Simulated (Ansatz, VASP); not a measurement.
GaSi: VASP beside Ansatz

```
Ga Si
1.0
     0.00000    3.19644    3.19644
     3.19644    0.00000    3.19644
     3.19644    3.19644    0.00000
Ga Si
2 2
Direct
  0.00000 0.00000 0.00000
  0.25000 0.25000 0.25000
  0.50000 0.50000 0.50000
  0.75000 0.75000 0.75000
```

Alike in both runs: functional r2SCAN; k mesh 12 × 12 × 12; occupations gaussian, width 0.1 eV; no spin polarisation.

Ansatz relaxed the structure, and its values are those at the end. VASP's run is a single point on that final structure, the one shown.

```csv
,VASP,Ansatz
version,VASP 6.6.1,Ansatz 0.2.0
potentials or method,"VASP PAW PBE potentials, release 64 (Ga_d, Si), cutoff 520 eV","scalar-relativistic, plane waves, PAW"
valence electrons in the cell,34,34
```

|  | VASP | Ansatz | Ansatz less VASP |
| --- | --- | --- | --- |
| gap on the k mesh at the Fermi level (eV) | none | none | - |
| pressure (GPa) | 0.0 | 0.0 | -0.01 |

VASP's potentials were made for PBE, not for r2SCAN. A gap of «none» marks a metal or a gap that the smearing closes.
